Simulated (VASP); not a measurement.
Here is a VASP 6.6.1 calculation.

INCAR

```
SYSTEM = KBr
ALGO     = Normal         ! electronic algorithm
EDIFF    = 1E-7           ! SCF threshold, eV
ENCUT    = 520            ! plane-wave cutoff, eV
GGA      = CA             ! functional
ISIF     = 2              ! what is computed and relaxed
ISMEAR   = 0              ! smearing method
LASPH    = .True.         ! aspherical terms in the spheres
LCHARG   = .False.        ! write CHGCAR
LREAL    = .False.        ! projectors in reciprocal space
LWAVE    = .False.        ! write WAVECAR
NBANDS   = 15             ! bands
NELM     = 60             ! most SCF steps
PREC     = Accurate       ! precision mode
SIGMA    = 0.05           ! smearing width, eV
```

The input KPOINTS:

```
k-points
0
Gamma
  6 6 6
  0 0 0
```

Contents of POSCAR:

```
KBr
1.0
    0.0000000000      3.3912750000      3.2925000000
    3.3912750000      0.0000000000      3.2925000000
    3.3912750000      3.3912750000      0.0000000000
K Br
1 1
Direct
    0.0000000000      0.0000000000      0.0000000000
    0.5000000000      0.5000000000      0.5000000000
```

Potentials or basis: VASP PAW LDA potentials, release 64 (K_sv, Br).

Run with:

```sh
$ cat potpaw_LDA.64/K_sv/POTCAR potpaw_LDA.64/Br/POTCAR > POTCAR
$ mpirun -np 1 vasp_std > vasp.out
```

(1) Predict the band gap on the k mesh.

(2) Estimate the pressure.

## Answers

(1) 3.90 eV, direct.

(2) -2.1 GPa.

Caveat: the cell differs from its parent crystal (strain +0.030 along x and y, +0.000 along z).
